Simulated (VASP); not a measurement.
# InP (I-4m2) in VASP: further runs

The runs below take InP through single point, with LDA.

Everything below comes from runs of VASP 6.6.1. Logs are shortened: lines on timing, memory, paths and dates and some standing lists are left out, and cuts for length are marked.

## 1. The cell of the first run

The structure is tetragonal, space group I-4m2 (No. 119). The conventional cell has a = 4.141 Å, b = 4.141 Å, c = 5.793 Å, α = 90.00°, β = 90.00°, γ = 90.00°. Within 3.3 Å of In (site symmetry -4m2) lie 4 P at 2.53 Å. Within 3.3 Å of P (site symmetry -4m2) lie 4 In at 2.53 Å.

## 2. Single point, LDA (film at in-plane strain +0.005)

File INCAR:

```
ALGO = Normal
EDIFF = 1E-6
ENCUT = 520
GGA = CA
ISIF = 2
ISMEAR = 0
LASPH = True
LCHARG = False
LREAL = False
LWAVE = False
NBANDS = 16
NELM = 100
PREC = Accurate
SIGMA = 0.01
```

File KPOINTS:

```
k-points
0
Gamma
  8 8 8
```

File POSCAR:

```
InP
1.0
    2.9282276557      2.9282276557      0.0000000000
   -2.9282276557      2.9282276557      0.0000000000
    0.0000000000      2.9282276557      2.8966203452
In P
1 1
Direct
    0.0000000000      0.0000000000      0.0000000000
    0.7500000000      0.2500000000      0.5000000000
```

Potentials or basis: VASP PAW LDA potentials, release 64 (In_d, P).

Run with:

```
$ cat potpaw_LDA.64/In_d/POTCAR potpaw_LDA.64/P/POTCAR > POTCAR
$ mpirun -np 1 vasp_std > vasp.out
```

OUTCAR:

```text
EDIFF = 1E-6
   ENCUT = 520
   GGA = CA
   ISIF = 2
   ISMEAR = 0
   LASPH = True
   LREAL = False
   NELM = 100
   PREC = Accurate

 ion  position               nearest neighbor table
   1  0.000  0.000  0.000-   2 2.53   2 2.53   2 2.53   2 2.53
   2  0.750  0.250  0.500-   1 2.53   1 2.53   1 2.53   1 2.53

  LATTYP: Found a body centered tetragonal cell.
 ALAT       =     4.1411392644
 C/A-ratio  =     1.3989485309

  Lattice vectors:

 A1 = (   2.9282276557,   0.0000000000,  -2.8966203452)
 A2 = (  -2.9282276557,   0.0000000000,  -2.8966203452)
 A3 = (   0.0000000000,   2.9282276557,   2.8966203452)

Analysis of symmetry for initial positions (statically):
=====================================================================
 Subroutine PRICEL returns:
 Original cell was already a primitive cell.

 Routine SETGRP: Setting up the symmetry group for a
 body centered tetragonal supercell.

 Subroutine GETGRP returns: Found  8 space group operations
 (whereof  8 operations were pure point group operations)
 out of a pool of 16 trial point group operations.

The static configuration has the point symmetry D_2d.

Analysis of symmetry for dynamics (positions and initial velocities):
=====================================================================
 Subroutine PRICEL returns:
 Original cell was already a primitive cell.

 Routine SETGRP: Setting up the symmetry group for a
 body centered tetragonal supercell.

 Subroutine GETGRP returns: Found  8 space group operations
 (whereof  8 operations were pure point group operations)
 out of a pool of 16 trial point group operations.

The dynamic configuration has the point symmetry D_2d.

 Subroutine INISYM returns: Found  8 space group operations
 (whereof  8 operations are pure point group operations),
 and found     1 'primitive' translations

----------------------------------------------------------------------------------------

                                     Primitive cell

  volume of cell :      49.6742

  direct lattice vectors                    reciprocal lattice vectors
     2.928227656  2.928227656  0.000000000     0.170751751  0.170751751 -0.172614958
    -2.928227656  2.928227656  0.000000000    -0.170751751  0.170751751 -0.172614958
     0.000000000  2.928227656  2.896620345     0.000000000  0.000000000  0.345229917

  length of vectors
     4.141139264  4.141139264  4.118850158     0.296830330  0.296830330  0.345229917

  position of ions in fractional coordinates (direct lattice)
     0.000000000  0.000000000  0.000000000
     0.750000000  0.250000000  0.500000000

  ion indices of the primitive-cell ions
   primitive index   ion index
                 1           1
                 2           2

----------------------------------------------------------------------------------------

 KPOINTS: k-points

Automatic generation of k-mesh.
 Grid dimensions read from file:
 generate k-points for:    8    8    8

 Generating k-lattice:

  Cartesian coordinates                     Fractional coordinates (reciprocal lattice)
     0.021343969  0.021343969 -0.021576870     0.125000000  0.000000000 -0.000000000
    -0.021343969  0.021343969 -0.021576870     0.000000000  0.125000000 -0.000000000
     0.000000000  0.000000000  0.043153740     0.000000000  0.000000000  0.125000000

  Length of vectors
     0.037103791  0.037103791  0.043153740

  Shift w.r.t. Gamma in fractional coordinates (k-lattice)
     0.000000000  0.000000000  0.000000000

 Subroutine IBZKPT returns following result:
 ===========================================

 Found     59 irreducible k-points:

 Following reciprocal coordinates:
            Coordinates               Weight
  0.000000  0.000000  0.000000      1.000000
  0.125000  0.000000 -0.000000      8.000000
  0.250000  0.000000 -0.000000      8.000000
  0.375000  0.000000 -0.000000      8.000000
  0.500000  0.000000 -0.000000      4.000000
  0.125000  0.125000 -0.000000      8.000000
[... 16 lines left out ...]
  0.250000  0.000000  0.125000      4.000000
  0.375000  0.000000  0.125000      8.000000
 [... further k-points ...]
   k-points           NKPTS =     59   k-points in BZ     NKDIM =     59   number of bands    NBANDS=     16
   number of dos      NEDOS =    301   number of ions     NIONS =      2
   total plane-waves  NPLWV =  32768
   dimension x,y,z NGX =    32 NGY =   32 NGZ =   32
   dimension x,y,z NGXF=    64 NGYF=   64 NGZF=   64
   ions per type =               1   1
   NGX,Y,Z   is equivalent  to a cutoff of  12.85, 12.85, 12.92 a.u.
   NGXF,Y,Z  is equivalent  to a cutoff of  25.69, 25.69, 25.83 a.u.
 SYSTEM =  unknown system
   PREC   = accura    normal or accurate (medium, high low for compatibility)
   ISTART =      0    job   : 0-new  1-cont  2-samecut
   ICHARG =      2    charge: 1-file 2-atom 10-const
   ISPIN  =      1    spin polarized calculation?
   LNONCOLLINEAR =      F non collinear calculations
   LSORBIT =      F    spin-orbit coupling
   LASPH  =      T    aspherical Exc in radial PAW
   ENCUT  =  520.0 eV  38.22 Ry    6.18 a.u.   7.70  7.70  7.66*2*pi/ulx,y,z
   NELM   =    100;   NELMIN=  2; NELMDL= -5     # of ELM steps
   EDIFF  = 0.1E-05   stopping-criterion for ELM
   LREAL  =      F    real-space projection
   EDIFFG = 0.1E-04   stopping-criterion for IOM
   NSW    =      0    number of steps for IOM
   IBRION =     -1    ionic relax: 0-MD 1-quasi-New 2-CG
   NFREE  =      0    steps in history (QN), initial steepest desc. (CG)
   ISIF   =      2    stress and relaxation
   ISYM   =      2    0-nonsym 1-usesym 2-fastsym
   POTIM  = 0.5000    time-step for ionic-motion
   TEBEG  =    0.0;   TEEND  =   0.0 temperature during run
   PSTRESS=    0.0 pullay stress
   NELECT =      18.0000    total number of electrons
   NUPDOWN=      -1.0000    fix difference up-down
   EMIN   =  10.00;   EMAX   =-10.00  energy-range for DOS
   EFERMI =   0.00;   METHOD = LEGACY
   ISMEAR =     0;   SIGMA  =   0.01  broadening in eV -4-tet -1-fermi 0-gaus
   EFERMI_NEDOS =   21; number of points for ismear=-14 and -15
   IALGO  =     38    algorithm
   IMIX   =      4    mixing-type and parameters
     AMIX     =   0.40;   BMIX     =  1.00
     AMIX_MAG =   1.60;   BMIX_MAG =  1.00
  volume/ion in A,a.u.               =      24.84       167.61
  Fermi-wavevector in a.u.,A,eV,Ry     =   1.167137  2.205570 18.533982  1.362209
  Thomas-Fermi vector in A             =   2.303641
   LORBIT       =      0    0 simple, 1 ext, 2 COOP (PROOUT), +10 PAW based schemes
   GGA     = CA    functional components
   LHFCALC =     F    Hartree Fock is set to
   AEXX    =    0.0000 exact exchange contribution
   IVDW    =     0    specifies the selected vdW correction
   LEPSILON=     F    determine dielectric tensor
   LRPA    =     F    only Hartree local field effects (RPA)
 non-spin polarized calculation
 Gauss-broadening in eV      SIGMA  =   0.01
  energy-cutoff  :      520.00
  volume of cell :       49.67
 maximum number of plane-waves:      1363
   NGX = 15   NGY = 15   NGZ = 15

 number of electron      18.0000000 magnetization

 Free energy of the ion-electron system (eV)
  ---------------------------------------------------
  ext. energy  EPLUGINS =         0.00000000
  ---------------------------------------------------
  free energy    TOTEN  =        -9.67146427 eV

  energy without entropy =       -9.67146427  energy(sigma->0) =       -9.67146427

 E-fermi :   5.3043     XC(G=0):  -9.6677

 val. band max:        5.1902874892   @ k =   0.0000   0.0000   0.0000
 cond. band min:       5.7372334716   @ k =   0.0000   0.0000   0.0000
 fundamental gap:      0.5469459824
 Fermi energy:         5.3042944905

 k-point     1 :       0.0000    0.0000    0.0000
  band No.  band energies     occupation
      1      -9.0614      2.00000
      2      -9.0614      2.00000
      3      -9.0570      2.00000
      4      -8.8985      2.00000
      5      -8.8980      2.00000
      6      -6.4807      2.00000
[... 8 lines left out ...]
     15      14.5429      0.00000
     16      14.7099      0.00000

 k-point     2 :       0.1250    0.0000   -0.0000
  band No.  band energies     occupation
      1      -9.0801      2.00000
      2      -9.0534      2.00000
      3      -9.0505      2.00000
      4      -8.8987      2.00000
      5      -8.8978      2.00000
      6      -6.2969      2.00000
[... 8 lines left out ...]
     15      13.9861      0.00000
     16      14.3083      0.00000

 k-point     3 :       0.2500    0.0000   -0.0000
  band No.  band energies     occupation
      1      -9.1257      2.00000
      2      -9.0365      2.00000
      3      -9.0338      2.00000
      4      -8.8966      2.00000
      5      -8.8946      2.00000
      6      -5.7823      2.00000
[... 8 lines left out ...]
     15      13.7081      0.00000
     16      14.0899      0.00000

 k-point     4 :       0.3750    0.0000   -0.0000
  band No.  band energies     occupation
      1      -9.1683      2.00000
      2      -9.0239      2.00000
      3      -9.0211      2.00000
      4      -8.8902      2.00000
      5      -8.8868      2.00000
      6      -5.0867      2.00000
[... 8 lines left out ...]
     15      14.6259      0.00000
     16      14.6525      0.00000

 k-point     5 :       0.5000    0.0000   -0.0000
  band No.  band energies     occupation
      1      -9.1852      2.00000
      2      -9.0201      2.00000
      3      -9.0173      2.00000
      4      -8.8860      2.00000
      5      -8.8821      2.00000
      6      -4.6831      2.00000
[... 8 lines left out ...]
     15      15.7514      0.00000
     16      15.8261      0.00000

 k-point     6 :       0.1250    0.1250   -0.0000
  band No.  band energies     occupation
      1      -9.1095      2.00000
      2      -9.0422      2.00000
      3      -9.0369      2.00000
      4      -8.9033      2.00000
      5      -8.8928      2.00000
      6      -6.0011      2.00000
[... 8 lines left out ...]
     15      14.0126      0.00000
     16      15.2995      0.00000

 k-point     7 :       0.2500    0.1250   -0.0000
  band No.  band energies     occupation
      1      -9.1508      2.00000
      2      -9.0244      2.00000
      3      -9.0224      2.00000
      4      -8.9023      2.00000
      5      -8.8884      2.00000
      6      -5.4137      2.00000
[... 8 lines left out ...]
     15      14.7158      0.00000
     16      15.4011      0.00000

 k-point     8 :       0.3750    0.1250   -0.0000
  band No.  band energies     occupation
      1      -9.1819      2.00000
      2      -9.0163      2.00000
      3      -9.0107      2.00000
      4      -8.8929      2.00000
      5      -8.8870      2.00000
      6      -4.7567      2.00000
[... 8 lines left out ...]
     15      14.6120      0.00000
     16      16.1223      0.00000

 k-point     9 :       0.5000    0.1250   -0.0000
  band No.  band energies     occupation
      1      -9.1885      2.00000
      2      -9.0155      2.00000
      3      -9.0066      2.00000
      4      -8.8947      2.00000
      5      -8.8828      2.00000
      6      -4.6174      2.00000
[... 8 lines left out ...]
     15      15.6528      0.00000
     16      15.8109      0.00000
[... 172 lines left out ...]
 k-point    19 :       0.5000    0.3750   -0.0000
  band No.  band energies     occupation
      1      -9.2389      2.00000
      2      -8.9656      2.00000
      3      -8.9572      2.00000
      4      -8.9416      2.00000
      5      -8.8671      2.00000
      6      -4.1565      2.00000
[... 8 lines left out ...]
     15      16.0596      0.00000
     16      17.1213      0.00000

 k-point    20 :      -0.3750    0.3750    0.0000
  band No.  band energies     occupation
      1      -9.2296      2.00000
      2      -8.9667      2.00000
      3      -8.9647      2.00000
      4      -8.9440      2.00000
      5      -8.8671      2.00000
      6      -4.6137      2.00000
[... 8 lines left out ...]
     15      15.6904      0.00000
     16      18.4915      0.00000

 k-point    21 :       0.5000    0.5000   -0.0000
  band No.  band energies     occupation
      1      -9.2532      2.00000
      2      -8.9531      2.00000
      3      -8.9502      2.00000
      4      -8.9476      2.00000
      5      -8.8617      2.00000
      6      -4.0109      2.00000
[... 8 lines left out ...]
     15      15.9532      0.00000
     16      16.9253      0.00000

 k-point    22 :       0.0000    0.0000    0.1250
  band No.  band energies     occupation
      1      -9.0922      2.00000
      2      -9.0456      2.00000
      3      -9.0456      2.00000
      4      -8.9056      2.00000
      5      -8.8923      2.00000
      6      -6.2333      2.00000
[... 8 lines left out ...]
     15      14.6881      0.00000
     16      14.7690      0.00000

 k-point    23 :       0.2500    0.0000    0.1250
  band No.  band energies     occupation
      1      -9.1103      2.00000
      2      -9.0443      2.00000
      3      -9.0337      2.00000
      4      -8.9021      2.00000
      5      -8.8938      2.00000
      6      -6.0054      2.00000
[... 8 lines left out ...]
     15      13.9643      0.00000
     16      15.3450      0.00000

 k-point    24 :       0.3750    0.0000    0.1250
  band No.  band energies     occupation
      1      -9.1508      2.00000
      2      -9.0260      2.00000
      3      -9.0204      2.00000
      4      -8.9003      2.00000
      5      -8.8904      2.00000
      6      -5.4202      2.00000
[... 8 lines left out ...]
     15      14.6986      0.00000
     16      15.4718      0.00000

 [... further k-points ...]
[... 5 lines left out ...]
  --------------------------------------------------------------------------------------
  -------------------------------------------------------------------------------------
  Total       -0.1419019     -0.1419019      0.0034473      0.0000000      0.0000000      0.0000000
  in kB       -4.5768592     -4.5768592      0.1111870      0.0000000      0.0000000      0.0000000
  external PRESSURE =      -3.0141771 kB  Pullay stress =       0.0000000 kB

 VOLUME and BASIS-vectors are now :
 -----------------------------------------------------------------------------
  energy-cutoff  :      520.00
  volume of cell :       49.67
      direct lattice vectors                 reciprocal lattice vectors
     2.928227656  2.928227656  0.000000000     0.170751751  0.170751751 -0.172614958
    -2.928227656  2.928227656  0.000000000    -0.170751751  0.170751751 -0.172614958
     0.000000000  2.928227656  2.896620345     0.000000000  0.000000000  0.345229917

 POSITION                                       TOTAL-FORCE (eV/Angst)
 -----------------------------------------------------------------------------------
      0.00000      0.00000      0.00000         0.000000      0.000000      0.000000
      1.46411      4.39234      1.44831        -0.000000     -0.000000      0.000000
 -----------------------------------------------------------------------------------
    total drift:                               -0.000000      0.000000     -0.000000

  FREE ENERGIE OF THE ION-ELECTRON SYSTEM (eV)
  ---------------------------------------------------
  free  energy   TOTEN  =        -9.6714642677 eV

  energy  without entropy=       -9.6714642677  energy(sigma->0) =       -9.67146427
```

Wall time 21 s (1 thread of AMD EPYC 9R45 (Zen 5), shared host); peak memory 0.15 GiB.

What came out:

```
Free energy            : -9.6715 eV
Pressure               : -0.3 GPa
Band gap on the k mesh : 0.55 eV, direct
```

Caveat: the cell differs from its parent crystal (film at in-plane strain +0.005); spin-orbit coupling is left out, which moves the levels of the heavy elements.

## 3. Single point, LDA (in-plane strain +0.01, then relaxed in part)

File INCAR:

```
PREC = Accurate ; ENCUT = 520
EDIFF = 1E-6 ; ISMEAR = 0
SIGMA = 0.01 ; LREAL = F
LASPH = T ; NELM = 100
ALGO = Normal ; ISIF = 2
LWAVE = F ; LCHARG = F
GGA = CA ; NBANDS = 16
```

File KPOINTS:

```
Automatic mesh
0
Gamma
  8 8 8
```

File POSCAR:

```
InP
1.0
    2.9427959525      2.9427959525      0.0000000000
   -2.9427959525      2.9427959525      0.0000000000
    0.0000000000      2.9427959525      2.8802370783
In P
1 1
Direct
    0.0000000000      0.0000000000      0.0000000000
    0.7500000000      0.2500000000      0.5000000000
```

Potentials or basis: VASP PAW LDA potentials, release 64 (In_d, P).

Run with:

```
$ cat potpaw_LDA.64/In_d/POTCAR potpaw_LDA.64/P/POTCAR > POTCAR
$ mpirun -np 1 vasp_std > vasp.out
```

Run time: 22 s. Hardware: 1 thread of AMD EPYC 9R45 (Zen 5), shared host; peak memory 0.15 GiB.

The run converged. Its results:

```
Free energy            : -9.6694 eV
Pressure               : -0.6 GPa
Band gap on the k mesh : 0.49 eV, direct
```

Stress tensor (GPa, compression positive):
```
-0.91  0.00  0.00
 0.00 -0.91  0.00
 0.00  0.00  0.00
```

Levels at points of the mesh, in eV from the valence-band top:
| k point | band 7 | band 8 | band 9 | band 10 | band 11 | band 12 |
| --- | --- | --- | --- | --- | --- | --- |
| (0.00, 0.00, 0.00) | -0.10 | -0.10 | 0.00 | 0.49 | 3.88 | 3.91 |
| (0.50, 0.00, 0.00) | -5.94 | -1.14 | -1.00 | 1.27 | 4.56 | 4.72 |
| (0.50, 0.50, 0.00) | -6.01 | -2.42 | -2.41 | 1.56 | 2.12 | 8.91 |
| (0.00, 0.00, 0.50) | -5.87 | -2.54 | -2.54 | 1.44 | 1.93 | 9.12 |

Caveat: the cell differs from its parent crystal (in-plane strain +0.01, then relaxed in part); spin-orbit coupling is left out, which moves the levels of the heavy elements.
